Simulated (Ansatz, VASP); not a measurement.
**Two plane-wave programs on Ca2B5**

```
Ca B
1.0
     5.65540    0.00000    0.00000
    -2.82770    4.89772    0.00000
     0.00000    0.00000    4.96396
Ca B
2 5
Direct
  0.33333 0.66667 0.00000
  0.66667 0.33333 0.00000
  0.50000 0.00000 0.50000
  0.00000 0.50000 0.50000
  0.50000 0.50000 0.50000
  0.33333 0.66667 0.50000
  0.66667 0.33333 0.50000
```

Alike in both runs: functional PBE; k mesh 6 × 6 × 4; occupations gaussian, width 0.1 eV; no spin polarisation.

Ansatz relaxed the structure, and its values are those at the end. VASP's run is a single point on that final structure, the one shown.

|  | VASP | Ansatz |
| --- | --- | --- |
| version | VASP 6.6.1 | Ansatz 0.2.0 |
| potentials or method | VASP PAW PBE potentials, release 64 (Ca_sv, B), cutoff 520 eV | scalar-relativistic, plane waves, PAW |
| valence electrons in the cell | 35 | 35 |

VASP gave:

| Item | Value |
| --- | --- |
| gap on the k mesh at the Fermi level (eV) | none |
| pressure (GPa) | 0.3 |

Problem. Estimate Ansatz's values.

Solution. gap on the k mesh at the Fermi level (eV): none; pressure (GPa): 0.2.

A gap of «none» marks a metal or a gap that the smearing closes. The functional is the same, so the differences come from potentials, cutoffs and numerics.
